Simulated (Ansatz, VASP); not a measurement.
# Ag: VASP beside Ansatz

The input INCAR:

```
SYSTEM = Ag
PREC = Accurate
ENCUT = 500
EDIFF = 1E-6
ISMEAR = 0
SIGMA = 0.1
LREAL = .FALSE.
LASPH = .TRUE.
NELM = 120
ALGO = Normal
ISIF = 2
LWAVE = .FALSE.
LCHARG = .FALSE.
GGA = CA
NBANDS = 12
GGA_COMPAT = .FALSE.
```

KPOINTS

```
Automatic mesh
0
G
  8 8 8
  0 0 0
```

POSCAR

```
Ag
1.0
    0.0000000000      2.0431000000      2.0431000000
    2.0431000000      0.0000000000      2.0431000000
    2.0431000000      2.0431000000      0.0000000000
Ag
1
Direct
    0.0000000000      0.0000000000      0.0000000000
```

Input for Ansatz:

```yaml
crystal:
  lattice:
    - [0.0, 2.0431, 2.0431]
    - [2.0431, 0.0, 2.0431]
    - [2.0431, 2.0431, 0.0]
  atoms:
    - { symbol: Ag, position: [0.0, 0.0, 0.0] }
basis:
  ecutwfc: 420
kpoints:
  mp_grid: { grid: [8, 8, 8] }
hamiltonian:
  xc: lda
scf:
  occupations: { method: gaussian, width: 0.1 }
output:
  forces: true
  stress: true
  eigenvalues: true
```

Alike in both runs: task single point; functional LDA; k mesh 8 × 8 × 8; occupations gaussian, width 0.1 eV; no spin polarisation.

|  | VASP | Ansatz |
| --- | --- | --- |
| version | VASP 6.6.1 | Ansatz 0.2.0 |
| potentials or method | VASP PAW LDA potentials, release 64 (Ag), cutoff 500 eV | scalar-relativistic, plane waves, PAW |
| valence electrons in the cell | 11 | 19 |

VASP gave:

| Quantity | Value |
| --- | --- |
| gap on the k mesh at the Fermi level (eV) | none |
| pressure (GPa) | -6.6 |

Q: Which values does Ansatz return?

A: gap on the k mesh at the Fermi level (eV): none; pressure (GPa): -6.8.

LDA's correlation is that of Perdew and Zunger in VASP and of Perdew and Wang (1992) in Ansatz. A gap of «none» marks a metal or a gap that the smearing closes. VASP's potentials hold 11 valence electrons a cell and Ansatz's 19, so a difference there can come from the potentials and not from the codes.
